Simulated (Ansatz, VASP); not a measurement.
## Two plane-wave programs on MgO

```
CELL_PARAMETERS angstrom
3.46407 0.00000 0.00000
-1.73204 2.99997 0.00000
0.00000 0.00000 4.17046
ATOMIC_POSITIONS crystal
Mg 0.66667 0.33333 0.75000
Mg 0.33333 0.66667 0.25000
O 0.66667 0.33333 0.25000
O 0.33333 0.66667 0.75000
```

Alike in both runs: task single point; functional PBE; k mesh 9 × 9 × 6; occupations gaussian, width 0.05 eV; no spin polarisation.

|  | VASP | Ansatz |
| --- | --- | --- |
| version | VASP 6.6.1 | Ansatz 0.2.0 |
| potentials or method | VASP PAW PBE potentials, release 64 (Mg, O), cutoff 520 eV | scalar-relativistic, plane waves, PAW |
| valence electrons in the cell | 16 | 32 |

Ansatz gave:

- gap on the k mesh at the Fermi level (eV): 3.53
- least direct gap on the mesh (eV): 3.53
- pressure (GPa): 6.7
- traceless stress, the component that is largest in VASP (GPa): 0.24

Problem. Estimate VASP's values.

Solution. gap on the k mesh at the Fermi level (eV): 3.51; least direct gap on the mesh (eV): 3.51; pressure (GPa): 6.2; traceless stress, the component that is largest in VASP (GPa): 0.11.

With one functional, cell and mesh, what is left measures potentials, basis and numerics. VASP's potentials hold 16 valence electrons a cell and Ansatz's 32, so a difference there can come from the potentials and not from the codes.
